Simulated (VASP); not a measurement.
A run of VASP 6.6.1 is set up as follows.

INCAR

```
  PREC = Accurate
  ENCUT = 600
  EDIFF = 1E-6
  ISMEAR = 0
  SIGMA = 0.1
  LREAL = False
  LASPH = True
  NELM = 60
  ALGO = Normal
  ISIF = 3
  LWAVE = False
  LCHARG = False
  IBRION = 2
  NSW = 80
  EDIFFG = -0.02
```

KPOINTS

```
regular mesh
0
Gamma
  5 5 5
```

Contents of POSCAR:

```
Li5Mg
1.0
    5.2741255200      0.0000000000      0.0000000000
   -2.6370627600      4.5675266800      0.0000000000
    0.0000000000      0.0000000000      5.0531989800
Li Mg
5 1
Direct
    0.3322508100      0.0000000000      0.0000000000
    0.6666666667      0.3333333333      0.5000000000
    0.6677491900      0.6677491900      0.0000000000
    0.3333333333      0.6666666667      0.5000000000
    0.0000000000      0.3322508100      0.0000000000
    0.0000000000      0.0000000000      0.5000000000
```

Potentials or basis: VASP PAW LDA potentials, release 64 (Li_sv, Mg).

Command:

```console
$ cat potpaw_LDA.64/Li_sv/POTCAR potpaw_LDA.64/Mg/POTCAR > POTCAR
$ mpirun -np 1 vasp_std > vasp.out
```

Task: What does it give for the space group after relaxing (to 0.05 Å)?

Result: P-62m (No. 189).

Task: What does it give for the relaxed cell?

Result: a = 5.133 Å, b = 5.133 Å, c = 4.915 Å, α = 90.00°, β = 90.00°, γ = 120.00°.

Task: Estimate the relaxed volume.

Result: 18.70 Å³/atom.

Final structure:
```cif
data_structure
_symmetry_space_group_name_H-M 'P 1'
_symmetry_Int_Tables_number 1
_cell_length_a 5.1335
_cell_length_b 5.1335
_cell_length_c 4.9153
_cell_angle_alpha 90.000
_cell_angle_beta 90.000
_cell_angle_gamma 120.000
_cell_volume 112.18
loop_
_atom_site_label
_atom_site_type_symbol
_atom_site_fract_x
_atom_site_fract_y
_atom_site_fract_z
_atom_site_occupancy
Li1 Li 0.33434 0.00000 0.00000 1
Li2 Li 0.66667 0.33333 0.50000 1
Li3 Li 0.66566 0.66566 0.00000 1
Li4 Li 0.33333 0.66667 0.50000 1
Li5 Li 0.00000 0.33434 0.00000 1
Mg1 Mg 0.00000 0.00000 0.50000 1
```

Caveat: the cutoff is under 1.25 times the usual one of these potentials, so pressure, stress and relaxed cells hold a basis-set (Pulay) error.
